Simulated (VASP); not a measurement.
# MgO (Fm-3m) in VASP: notebook, part 3 of 3

VASP 6.6.1.

## Step 4: Single point, PBE

This run uses another cell than the first one, of 9.73 Å³/atom, 0.952 times its volume.

INCAR reads:

```
SYSTEM = MgO
PREC = Accurate
ENCUT = 520
EDIFF = 1E-6
ISMEAR = -1
SIGMA = 0.01
LREAL = .False.
LASPH = .True.
NELM = 60
ALGO = Normal
ISIF = 2
LWAVE = .False.
LCHARG = .False.
GGA = PE
NBANDS = 11
```

KPOINTS reads:

```
regular mesh
0
Gamma
  10 10 10
  0 0 0
```

POSCAR reads:

```
MgO
1.0
    0.0000000000      2.1351500000      2.1351500000
    2.1351500000      0.0000000000      2.1351500000
    2.1351500000      2.1351500000      0.0000000000
Mg O
1 1
Direct
    0.0000000000      0.0000000000      0.0000000000
    0.5000000000      0.5000000000      0.5000000000
```

Potentials or basis: VASP PAW PBE potentials, release 64 (Mg, O).

The run is started by

```
> cat potpaw_PBE.64/Mg/POTCAR potpaw_PBE.64/O/POTCAR > POTCAR
> mpirun -np 1 vasp_std > vasp.out
```

OUTCAR:

```text
SYSTEM = MgO
   PREC = Accurate
   ENCUT = 520
   EDIFF = 1E-6
   ISMEAR = -1
   LREAL = .False.
   LASPH = .True.
   NELM = 60
   ISIF = 2
   GGA = PE

 ion  position               nearest neighbor table
   1  0.000  0.000  0.000-   2 2.14   2 2.14   2 2.14   2 2.14   2 2.14   2 2.14
   2  0.500  0.500  0.500-   1 2.14   1 2.14   1 2.14   1 2.14   1 2.14   1 2.14

  LATTYP: Found a face centered cubic cell.
 ALAT       =     4.2703000000

  Lattice vectors:

 A1 = (   0.0000000000,   2.1351500000,   2.1351500000)
 A2 = (   2.1351500000,   0.0000000000,   2.1351500000)
 A3 = (   2.1351500000,   2.1351500000,   0.0000000000)

Analysis of symmetry for initial positions (statically):
=====================================================================
 Subroutine PRICEL returns:
 Original cell was already a primitive cell.

 Routine SETGRP: Setting up the symmetry group for a
 face centered cubic supercell.

 Subroutine GETGRP returns: Found 48 space group operations
 (whereof 48 operations were pure point group operations)
 out of a pool of 48 trial point group operations.

The static configuration has the point symmetry O_h .

[... 171 lines left out ...]
      4       2.8847      2.00000
      5       7.2205      0.00000
      6      18.4503      0.00000
      7      18.4503      0.00000
      8      18.4503      0.00000
      9      22.2600      0.00000
     10      23.9870      0.00000
     11      23.9870      0.00000
[... 309 lines left out ...]
 k-point    24 :       0.4000    0.3000    0.0000
  band No.  band energies     occupation
      1     -13.0268      2.00000
      2      -0.5581      2.00000
      3       1.6404      2.00000
      4       1.8489      2.00000
      5      12.0525      0.00000
      6      12.9337      0.00000
      7      16.0524      0.00000
      8      20.5257      0.00000
      9      20.7254      0.00000
     10      27.2670      0.00000
     11      29.0452      0.00000

 [... further k-points ...]

------------------------ aborting loop because EDIFF is reached ----------------------------------------

  FORCE on cell =-STRESS in cart. coord.  units (eV):
  Direction    XX          YY          ZZ          XY          YZ          ZX
  --------------------------------------------------------------------------------------
  -------------------------------------------------------------------------------------
  Total       -0.2967404     -0.2967404     -0.2967404     -0.0000000      0.0000000     -0.0000000
  in kB      -24.4214823    -24.4214823    -24.4214823     -0.0000000      0.0000000     -0.0000000
  external PRESSURE =     -24.4214823 kB  Pullay stress =       0.0000000 kB

 VOLUME and BASIS-vectors are now :
 -----------------------------------------------------------------------------
  energy-cutoff  :      520.00
  volume of cell :       19.47
      direct lattice vectors                 reciprocal lattice vectors
     0.000000000  2.135150000  2.135150000    -0.234175585  0.234175585  0.234175585
     2.135150000  0.000000000  2.135150000     0.234175585 -0.234175585  0.234175585
     2.135150000  2.135150000  0.000000000     0.234175585  0.234175585 -0.234175585

 POSITION                                       TOTAL-FORCE (eV/Angst)
 -----------------------------------------------------------------------------------
      0.00000      0.00000      0.00000        -0.000000     -0.000000     -0.000000
      2.13515      2.13515      2.13515         0.000000      0.000000      0.000000
 -----------------------------------------------------------------------------------
    total drift:                               -0.000000     -0.000000      0.000000

  FREE ENERGIE OF THE ION-ELECTRON SYSTEM (eV)
  ---------------------------------------------------
  free  energy   TOTEN  =       -11.9097612332 eV

  energy  without entropy=      -11.9097612332  energy(sigma->0) =      -11.90976123
```

OSZICAR:

```text
N       E                     dE             d eps       ncg     rms          rms(c)
DAV:   1     0.149810787604E+02    0.14981E+02   -0.45298E+03  1178   0.647E+02
DAV:   2    -0.128083830689E+02   -0.27789E+02   -0.27299E+02  1195   0.139E+02
DAV:   3    -0.134641272456E+02   -0.65574E+00   -0.65540E+00  1239   0.182E+01
DAV:   4    -0.134658871080E+02   -0.17599E-02   -0.17598E-02  1115   0.107E+00
DAV:   5    -0.134658928731E+02   -0.57652E-05   -0.57652E-05  1223   0.595E-02    0.719E+00
DAV:   6    -0.119299974658E+02    0.15359E+01   -0.90945E+00  1070   0.163E+01    0.229E+00
DAV:   7    -0.119160110992E+02    0.13986E-01   -0.66078E-02  1118   0.220E+00    0.135E+00
DAV:   8    -0.119102345294E+02    0.57766E-02   -0.31100E-02  1091   0.196E+00    0.258E-01
DAV:   9    -0.119097894661E+02    0.44506E-03   -0.65544E-04  1157   0.179E-01    0.144E-01
DAV:  10    -0.119097589262E+02    0.30540E-04   -0.55998E-04  1148   0.176E-01    0.811E-03
DAV:  11    -0.119097613781E+02   -0.24519E-05   -0.35343E-06  1178   0.146E-02    0.615E-03
DAV:  12    -0.119097612332E+02    0.14491E-06   -0.73049E-07   649   0.636E-03
   1 F= -.11909761E+02 E0= -.11909761E+02  d E =-.251559E-15
```

stdout:

```text
POSCAR found type information on POSCAR MgO
 POSCAR found :  2 types and       2 ions
 scaLAPACK will be used
 LDA part: xc-table for (Slater+PW92), standard interpolation
 POSCAR, INCAR and KPOINTS ok, starting setup
 FFT: planning ... GRIDC
 FFT: planning ... GRID_SOFT
 FFT: planning ... GRID
 WAVECAR not read
 entering main loop
```

Wall time 11 s (1 thread of Intel Xeon 6975P-C, shared host); peak memory 0.14 GiB.

Results:

```
Free energy            : -11.9098 eV
Pressure               : -2.4 GPa
Band gap on the k mesh : 4.34 eV, direct
```

## Step 5: Single point, LDA

This run uses another cell than the first one, of 9.73 Å³/atom, 0.952 times its volume.

INCAR reads:

```
SYSTEM = MgO
  PREC = Accurate
  ENCUT = 600
  EDIFF = 1E-6
  ISMEAR = -1
  SIGMA = 0.01
  LREAL = .False.
  LASPH = .True.
  NELM = 120
  ALGO = Normal
  ISIF = 2
  LWAVE = .False.
  LCHARG = .False.
  GGA = CA
  NBANDS = 11
  GGA_COMPAT = .False.
```

KPOINTS is that of step 4.

POSCAR is that of step 4.

Potentials or basis: VASP PAW LDA potentials, release 64 (Mg, O).

The run is started by

```
> cat potpaw_LDA.64/Mg/POTCAR potpaw_LDA.64/O/POTCAR > POTCAR
> mpirun -np 1 vasp_std > vasp.out
```

Wall time 12 s (1 thread of AMD EPYC 7R13, shared host); peak memory 0.11 GiB.

Results (log left out):

| Quantity | Value |
| --- | --- |
| Free energy | -13.3768 eV |
| Pressure | -13.5 GPa |
| Band gap on the k mesh | 4.27 eV, direct |

Levels at points of the mesh, in eV from the valence-band top:
| k point | band 1 | band 2 | band 3 | band 4 | band 5 | band 6 | band 7 | band 8 | band 9 |
| --- | --- | --- | --- | --- | --- | --- | --- | --- | --- |
| (0.00, 0.00, 0.00) | -16.79 | 0.00 | 0.00 | 0.00 | 4.27 | 15.30 | 15.30 | 15.30 | 19.22 |
| (0.50, 0.00, 0.00) | -15.54 | -4.52 | -0.62 | -0.62 | 7.48 | 11.94 | 15.58 | 15.58 | 19.96 |
| (0.50, 0.50, 0.00) | -15.29 | -3.98 | -1.32 | -1.32 | 8.85 | 9.27 | 12.47 | 18.02 | 18.02 |

## Step 6: Single point, r2SCAN

This run uses another cell than the first one, of 9.73 Å³/atom, 0.952 times its volume.

POSCAR is that of step 5.

INCAR.step1 reads:

```
SYSTEM = MgO
  ALGO = Normal
  EDIFF = 1E-5
  ENCUT = 660
  GGA = PE
  GGA_COMPAT = .False.
  ISMEAR = -1
  LASPH = .True.
  LCHARG = .False.
  LREAL = .False.
  LWAVE = .True.
  NBANDS = 11
  NELM = 120
  PREC = Accurate
  SIGMA = 0.01
```

INCAR.step2 reads:

```
SYSTEM = MgO
  ALGO = Normal
  EDIFF = 1E-6
  ENCUT = 660
  GGA_COMPAT = .False.
  ISIF = 2
  ISMEAR = -1
  ISTART = 1
  LASPH = .True.
  LCHARG = .True.
  LELF = .True.
  LMIXTAU = .True.
  LREAL = .False.
  LVHAR = .True.
  LWAVE = .False.
  METAGGA = R2SCAN
  NBANDS = 11
  NELM = 120
  PREC = Accurate
  SIGMA = 0.01
```

KPOINTS reads:

```
k-points
0
Gamma
  10 10 10
  0 0 0
```

Potentials or basis: VASP PAW PBE potentials, release 64 (Mg, O).

The run is started by

```
> cat potpaw_PBE.64/Mg/POTCAR potpaw_PBE.64/O/POTCAR > POTCAR
> cp INCAR.step1 INCAR
> mpirun -np 1 vasp_std > vasp.out
> cp INCAR.step2 INCAR
> mpirun -np 1 vasp_std > vasp.out
```

Wall time 98 s (1 thread of AMD EPYC 7R13, shared host); peak memory 0.14 GiB.

It converged, with:

| Quantity | Value |
| --- | --- |
| Free energy | -16.1415 eV |
| Pressure | -8.5 GPa |
| Band gap on the k mesh | 5.20 eV, direct |

Levels at points of the mesh, in eV from the valence-band top:
```tsv
k point	band 1	band 2	band 3	band 4	band 5	band 6	band 7	band 8
(0.00, 0.00, 0.00)	-17.99	0.00	0.00	0.00	5.20	16.59	16.59	16.59
(0.50, 0.00, 0.00)	-16.85	-4.43	-0.63	-0.63	8.53	13.32	16.99	16.99
(0.50, 0.50, 0.00)	-16.61	-3.93	-1.32	-1.32	9.98	10.61	13.83	19.72
```

Caveat: the PAW data sets were made with another functional, which shifts forces and pressure a little. r2SCAN opens gaps a little over a GGA but as a rule still falls short of measured ones.

## Step 7: Summary

| level | potentials or basis | cell | cutoff (eV) | gap on the mesh (eV) | pressure (GPa) |
| --- | --- | --- | --- | --- | --- |
| PBE | VASP PAW PBE potentials, release 64 (Mg, O) | a = 3.069 Å, angles 60.0°, 2 atoms | 520 | 3.90 | -8.7 |
| PBEsol | VASP PAW PBE potentials, release 64 (Mg, O) | a = 3.020 Å, angles 60.0°, 2 atoms | 520 | 4.25 | -6.3 |
| PBE | VASP PAW PBE potentials, release 64 (Mg, O) | a = 3.020 Å, angles 60.0°, 2 atoms | 520 | 4.34 | -2.4 |
| LDA | VASP PAW LDA potentials, release 64 (Mg, O) | a = 3.020 Å, angles 60.0°, 2 atoms | 600 | 4.27 | -13.5 |
| r2SCAN | VASP PAW PBE potentials, release 64 (Mg, O) | a = 3.020 Å, angles 60.0°, 2 atoms | 660 | 5.20 | -8.5 |

Alike in all rows: task single point; no spin polarisation; k mesh 10 × 10 × 10; smearing fermi-dirac 0.01 eV.

Caveats: the PAW data sets were made with another functional, which shifts forces and pressure a little (some runs).

Absolute energies hang on the potentials; compare differences alone.

## Step 8: Comparison with measurements

Step 4. Measured gap of MgO: 7.83 eV (quoted in “Electronic structure of alkaline earth and post-transition metal oxides”, 2009, arxiv:0908.1581). This calculation gives 4.34 eV (-3.49 eV). The value is that of PBE, without temperature or zero-point motion. Semilocal functionals fall short of measured gaps as a rule.
